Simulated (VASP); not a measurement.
Wanted: the native input for a VASP 6.6.1 run.

```yaml
Task: single point
Functional: PBE
Potentials_or_basis: VASP PAW PBE potentials, release 64 (Cu, Zn)
Cutoff: 520 eV
k_mesh: 8 × 8 × 8
Occupations: fermi-dirac, width 0.1 eV
Spin: no spin polarisation
Dipole_correction: no
Further_INCAR_settings: ALGO = Normal; EDIFF = 1e-06; NBANDS = 18
```

The structure of ZnCu (CsCl type) lies in POSCAR:

```
ZnCu
1.0
    2.9700000000      0.0000000000      0.0000000000
    0.0000000000      2.9700000000      0.0000000000
    0.0000000000      0.0000000000      2.9700000000
Cu Zn
1 1
Direct
    0.0000000000      0.0000000000      0.0000000000
    0.5000000000      0.5000000000      0.5000000000
```

One way to write it, as run:

INCAR

```
PREC = Accurate
ENCUT = 520
EDIFF = 1E-6
ISMEAR = -1
SIGMA = 0.1
LREAL = False
LASPH = True
NELM = 60
ALGO = Normal
ISIF = 2
LWAVE = False
LCHARG = False
GGA = PE
NBANDS = 18
```

KPOINTS

```
regular mesh
0
Gamma
  8 8 8
```

Potentials or basis: VASP PAW PBE potentials, release 64 (Cu, Zn).

The run is started by

```console
$ cat potpaw_PBE.64/Cu/POTCAR potpaw_PBE.64/Zn/POTCAR > POTCAR
$ mpirun -np 1 vasp_std > vasp.out
```

Results of the run:

| Item | Value |
| --- | --- |
| Pressure | 0.0 GPa |
| Band gap on the k mesh | zero (an odd number of electrons rules out a gap without spin polarisation) |

Wall time 16 s on 1 thread of AMD EPYC 7R13, on a shared host, peak memory 0.12 GiB.
